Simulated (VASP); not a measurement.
Input of a VASP 6.6.1 run:

INCAR

```
SYSTEM = Ga
PREC = Accurate
ENCUT = 600
EDIFF = 1E-7
ISMEAR = -1
SIGMA = 0.05
LREAL = .FALSE.
LASPH = .TRUE.
NELM = 80
ALGO = Normal
ISIF = 3
LWAVE = .FALSE.
LCHARG = .FALSE.
GGA = B5
ALDAX = 1.0
AGGAX = 1.0
AGGAC = 1.0
ALDAC = 0.0
IVDW = 13
VDW_S6 = 1.0
VDW_S8 = 2.34076671
VDW_A1 = 0.44488865
VDW_A2 = 4.0933009
IBRION = 2
NSW = 60
EDIFFG = -0.01
```

KPOINTS

```
regular mesh
0
G
  10 10 10
  0 0 0
```

File POSCAR:

```
Ga
1.0
    2.7164800000      0.0000000000      0.0000000000
    0.0000000000      2.7164800000      0.0000000000
    0.0000000000      0.0000000000      2.7164800000
Ga
1
Direct
    0.0000000000      0.0000000000      0.0000000000
```

Potentials or basis: VASP PAW PBE potentials, release 64 (Ga_d).

The run is started by

```sh
$ cat potpaw_PBE.64/Ga_d/POTCAR > POTCAR
$ mpirun -np 1 vasp_std > vasp.out
```

(1) Estimate the dispersion energy per atom.

(2) What does it give for the relaxed volume?

(3) What does it give for the relaxed cell?

## Answers

(1) -0.893 eV.

(2) 19.34 Å³/atom.

(3) a = 2.684 Å, b = 2.684 Å, c = 2.684 Å, α = 90.00°, β = 90.00°, γ = 90.00°.

Caveat: the PAW data sets were made with another functional, which shifts forces and pressure a little; pairwise dispersion overbinds metals, which lowers pressure and volume.
